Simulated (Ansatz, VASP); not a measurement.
**Two plane-wave programs on Li7Bi**

The input INCAR:

```
PREC     = Accurate       # precision mode
ENCUT    = 600            # plane-wave cutoff, eV
EDIFF    = 1E-6           # SCF threshold, eV
ISMEAR   = 0              # smearing method
SIGMA    = 0.1            # smearing width, eV
LREAL    = False          # projectors in reciprocal space
LASPH    = True           # aspherical terms in the spheres
NELM     = 60             # most SCF steps
ALGO     = Fast           # electronic algorithm
ISIF     = 3              # what is computed and relaxed
LWAVE    = False          # write WAVECAR
LCHARG   = False          # write CHGCAR
GGA      = PE             # functional
IBRION   = 2              # ionic algorithm
NSW      = 100            # ionic steps
EDIFFG   = -0.01          # ionic threshold
```

Contents of KPOINTS:

```
regular mesh
0
Gamma
  8 8 8
```

POSCAR

```
Li7Bi
1.0
    0.0000000000      4.3027546000      4.3027546000
    4.3027546000      0.0000000000      4.3027546000
    4.3027546000      4.3027546000      0.0000000000
Li Bi
7 1
Direct
    0.5000000000      0.0000000000      0.0000000000
    0.0000000000      0.5000000000      0.5000000000
    0.0000000000      0.5000000000      0.0000000000
    0.5000000000      0.0000000000      0.5000000000
    0.0000000000      0.0000000000      0.5000000000
    0.5000000000      0.5000000000      0.0000000000
    0.5000000000      0.5000000000      0.5000000000
    0.0000000000      0.0000000000      0.0000000000
```

Input for Ansatz:

```yaml
crystal:
  lattice:
    - [0.0, 4.3027546, 4.3027546]
    - [4.3027546, 0.0, 4.3027546]
    - [4.3027546, 4.3027546, 0.0]
  atoms:
    - { symbol: Li, position: [0.5, 0.0, 0.0] }
    - { symbol: Li, position: [0.0, 0.5, 0.5] }
    - { symbol: Li, position: [0.0, 0.5, 0.0] }
    - { symbol: Li, position: [0.5, 0.0, 0.5] }
    - { symbol: Li, position: [0.0, 0.0, 0.5] }
    - { symbol: Li, position: [0.5, 0.5, 0.0] }
    - { symbol: Li, position: [0.5, 0.5, 0.5] }
    - { symbol: Bi, position: [0.0, 0.0, 0.0] }
basis:
  ecutwfc: 420
kpoints:
  mp_grid: { grid: [8, 8, 8] }
hamiltonian:
  xc: pbe
scf:
  occupations: { method: gaussian, width: 0.1 }
output:
  forces: true
  stress: true
  eigenvalues: true
  write_density: true
  write_potential: true
  elf: true
  volumetric_format: npy
relax:
  adjacent_minimum: "off"
  f_tol: 0.01
  max_steps: 80
  cell: { stress_tol: 0.05 }
```

Change from the starting cell: relaxed end of: species swapped into the MgPt7 type (Fm-3m, No. 225).

Alike in both runs: task relaxation of cell and atoms; functional PBE; k mesh 8 × 8 × 8; occupations gaussian, width 0.1 eV; no spin polarisation.

```csv
,VASP,Ansatz
version,VASP 6.6.1,Ansatz 0.2.0
potentials or method,"VASP PAW PBE potentials, release 64 (Li_sv, Bi_d), cutoff 600 eV","scalar-relativistic, plane waves, PAW"
valence electrons in the cell,36,36
```

|  | VASP | Ansatz | Ansatz less VASP |
| --- | --- | --- | --- |
| gap on the k mesh at the Fermi level, each at its own relaxed structure (eV) | none | none | - |
| relaxed volume (Å³/atom) | 19.87 | 19.91 | +0.044 |
| relaxed cell length with the largest relative difference (Å) | 6.081 | 6.085 | +0.0045 |

A gap of «none» marks a metal or a gap that the smearing closes.

Neither program's run includes spin-orbit coupling. Noted on VASP's run: the cutoff is short for stress, so the pressure is rough.
